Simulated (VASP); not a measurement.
A run of VASP 6.6.1 is set up as follows.

INCAR

```
PREC = Accurate
ENCUT = 520
EDIFF = 1E-6
ISMEAR = 0
SIGMA = 0.15
LREAL = False
LASPH = True
NELM = 80
ALGO = Fast
ISIF = 2
LWAVE = False
LCHARG = True
GGA = PS
LELF = True
LVHAR = True
NBANDS = 20
```

The input KPOINTS:

```
Automatic mesh
0
Gamma
  18 18 12
```

The input POSCAR:

```
TaRu
1.0
    1.5217922400     -2.1542839600      0.0000000000
    1.5217922400      2.1542839600      0.0000000000
    0.0000000000      0.0000000000      4.1624230000
Ta Ru
1 1
Direct
    0.5000000000      0.5000000000      0.5000000000
    0.0000000000      0.0000000000      0.0000000000
```

Potentials or basis: VASP PAW PBE potentials, release 64 (Ta_pv, Ru_pv).

Run with:

```bash
$ cat potpaw_PBE.64/Ta_pv/POTCAR potpaw_PBE.64/Ru_pv/POTCAR > POTCAR
$ mpirun -np 1 vasp_std > vasp.out
```

What does it give for the pressure?

43.6 GPa.

Stress tensor (GPa, compression positive):
```
43.31  0.00  0.00
 0.00 49.91  0.00
 0.00  0.00 37.59
```

Caveat: the cell differs from its parent crystal (strain -0.080 along x and y, +0.000 along z); the PAW data sets were made with another functional, which shifts forces and pressure a little.
